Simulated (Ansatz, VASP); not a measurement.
# Hg: VASP beside Ansatz

Contents of POSCAR:

```
Hg
1.0
    1.8778599936      1.0841829728      2.1547276236
   -1.8778599936      1.0841829728      2.1547276236
    0.0000000000     -2.1683659456      2.1547276235
Hg
1
Direct
    0.0000000000      0.0000000000      0.0000000000
```

Contents of INCAR.step1:

```
SYSTEM = Hg
PREC     = Accurate       ! precision mode
ENCUT    = 520            ! plane-wave cutoff, eV
ISMEAR   = -1             ! smearing method
SIGMA    = 0.03           ! smearing width, eV
LREAL    = .False.        ! projectors in reciprocal space
LASPH    = .True.         ! aspherical terms in the spheres
NELM     = 80             ! most SCF steps
NBANDS   = 12             ! bands
GGA      = PE             ! functional
ALGO     = Normal         ! electronic algorithm
EDIFF    = 1E-4           ! SCF threshold, eV
LWAVE    = .True.         ! write WAVECAR
LCHARG   = .False.        ! write CHGCAR
```

Contents of INCAR.step2:

```
SYSTEM = Hg
PREC     = Accurate       ! precision mode
ENCUT    = 520            ! plane-wave cutoff, eV
EDIFF    = 1E-6           ! SCF threshold, eV
ISMEAR   = -1             ! smearing method
SIGMA    = 0.03           ! smearing width, eV
LREAL    = .False.        ! projectors in reciprocal space
LASPH    = .True.         ! aspherical terms in the spheres
NELM     = 80             ! most SCF steps
ALGO     = Normal         ! electronic algorithm
ISIF     = 2              ! what is computed and relaxed
LWAVE    = .False.        ! write WAVECAR
LCHARG   = .False.        ! write CHGCAR
METAGGA  = R2SCAN         ! meta-GGA
LMIXTAU  = .True.       
NBANDS   = 12             ! bands
ISTART   = 1
```

The input KPOINTS:

```
regular mesh
0
Gamma
  11 11 11
  0 0 0
```

Input for Ansatz:

```yaml
crystal:
  lattice:
    - [1.8778599936, 1.0841829728, 2.1547276236]
    - [-1.8778599936, 1.0841829728, 2.1547276236]
    - [0.0, -2.1683659456, 2.1547276235]
  atoms:
    - { symbol: Hg, position: [0.0, 0.0, 0.0] }
hamiltonian:
  xc: r2scan
  pseudopotentials:
    kind: paw
    azcp:
      Hg: "pseudopotentials/Hg.paw.azcp"
basis:
  ecutwfc: 500
  fft_grid_basis: typed
kpoints:
  mp_grid: { grid: [11, 11, 11], shift: [0, 0, 0] }
magnetization:
  spin_polarized: false
scf:
  occupations: { method: fermi_dirac, width: 0.03 }
  lower_state_search: "off"
output:
  stress: true
```

Alike in both runs: task single point; functional r2SCAN; k mesh 11 × 11 × 11; occupations fermi-dirac, width 0.03 eV; no spin polarisation.

|  | VASP | Ansatz |
| --- | --- | --- |
| version | VASP 6.6.1 | Ansatz 0.2.0 |
| potentials or method | VASP PAW PBE potentials, release 64 (Hg), cutoff 520 eV | plane waves (500 eV) with PAW, scalar-relativistic |
| valence electrons in the cell | 12 | 20 |

```csv
,VASP,Ansatz,Ansatz less VASP
pressure (GPa),0.5,0.1,-0.35
"traceless stress, the component that is largest in VASP (GPa)",0.38,0.25,-0.131
```

VASP's potentials were made for PBE, not for r2SCAN. VASP's potentials hold 12 valence electrons a cell and Ansatz's 20, so a difference there can come from the potentials and not from the codes.

Neither program's run includes spin-orbit coupling.
